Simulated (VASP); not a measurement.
ZrAl3B3N, 8 atoms in the cell. Symmetry: P4/mmm, No. 123, tetragonal system. Conventional cell: a = 4.294 Å, b = 4.294 Å, c = 7.439 Å, α = 90.00°, β = 90.00°, γ = 90.00°. Zr (site symmetry 4/mmm) has 4 B at 2.15 Å within 2.8 Å. Within 4.0 Å of Al (site symmetry 4/mmm) lie 4 N at 3.04 Å and 8 Al at 3.49 Å and 2 Zr at 3.72 Å. Al (site symmetry 4mm) has 1 N at 1.73 Å and 1 B at 1.99 Å within 2.3 Å. Within 2.8 Å of B (site symmetry mmm) lie 2 Zr at 2.15 Å and 2 B at 2.15 Å. B (site symmetry 4/mmm) has 2 Al at 1.99 Å and 4 B at 2.15 Å within 2.6 Å. N (site symmetry 4/mmm) has 2 Al at 1.73 Å within 2.3 Å. 

```yaml
Program: VASP 6.6.1
Task: single point
Functional: PBE
Potentials_or_basis: VASP PAW PBE potentials, release 64 (Zr_sv, Al, B, N)
Cutoff: 520 eV
k_mesh: 3 × 3 × 2
Occupations: gaussian, width 0.15 eV
Spin: no spin polarisation
Dipole_correction: no
Further_INCAR_settings: ALGO = Normal; EDIFF = 1e-07; NBANDS = 28
```

Potentials or basis: VASP PAW PBE potentials, release 64 (Zr_sv, Al, B, N).

Command:

```sh
$ cat potpaw_PBE.64/Zr_sv/POTCAR potpaw_PBE.64/Al/POTCAR potpaw_PBE.64/B/POTCAR potpaw_PBE.64/N/POTCAR > POTCAR
$ mpirun -np 1 vasp_std > vasp.out
```

Hardware: 1 thread of AMD EPYC 7R13 Processor (Zen 3), on a shared host.

Task: How long does it take, and how much memory?

Result: Wall time 23 s on 1 thread of AMD EPYC 7R13 Processor (Zen 3), on a shared host, peak memory 0.2 GiB. Counts: scf iterations 16, k points 6.
